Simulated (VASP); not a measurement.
HgTe: vibrations by perturbation theory with LDA

Crystal: HgTe.

```
CELL_PARAMETERS angstrom
0.00000 3.21778 3.21778
3.21778 0.00000 3.21778
3.21778 3.21778 0.00000
ATOMIC_POSITIONS crystal
Hg 0.00000 0.00000 0.00000
Te 0.75000 0.75000 0.75000
```

```json
{
 "Program": "VASP 6.6.1",
 "Task": "vibrations by perturbation theory",
 "Functional": "LDA",
 "Potentials or basis": "VASP PAW LDA potentials, release 64 (Hg, Te)",
 "Cutoff": "500 eV",
 "k mesh": "12 × 12 × 12",
 "Occupations": "fermi-dirac, width 0.15 eV",
 "Spin": "no spin polarisation",
 "Dipole correction": "no",
 "Further INCAR settings": "ALGO = Normal; EDIFF = 1e-08; NBANDS = 16; IBRION = 8; NSW = 1"
}
```

```yaml
Highest_phonon_frequency_at_Γ_LO-TO_splitting_left_out: 118 cm⁻¹
```

Phonon frequencies in cm⁻¹ (negative: imaginary):
| q point | frequencies |
| --- | --- |
| (0.000, 0.000, 0.000) | 0 0 0 118 118 118 |

Run time: 11 min on 1 thread of Intel(R) Xeon(R) Platinum 8259CL CPU @ 2.50GHz (Skylake/Cascade Lake), on a shared host, peak memory 0.7 GiB.
